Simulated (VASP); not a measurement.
GaN:

```xyz
2
Lattice="0.0000 2.2535 2.2535 2.2535 0.0000 2.2535 2.2535 2.2535 0.0000" Properties=species:S:1:pos:R:3 pbc="T T T"
Ga    0.0000    0.0000    0.0000
N     3.3803    3.3803    3.3803
```

Program: VASP 6.6.1. Alike in all runs: task single point; potentials or basis VASP PAW PBE potentials, release 64 (Ga_d, N); no spin polarisation; cell as given; k mesh 4 × 4 × 4; smearing fermi-dirac 0.1 eV.

Q: Order these runs on this cell by their band gap on the k mesh, lowest first.
A. level r2SCAN; cutoff (eV) 660
B. level B3LYP; cutoff (eV) 520; grid for exact exchange (PRECFOCK) Normal; share of exact exchange 0.2
C. level PBE; cutoff (eV) 600

A: C (1.70 eV), A (2.10 eV), B (3.47 eV).

Caveats: all runs use coarse meshes.
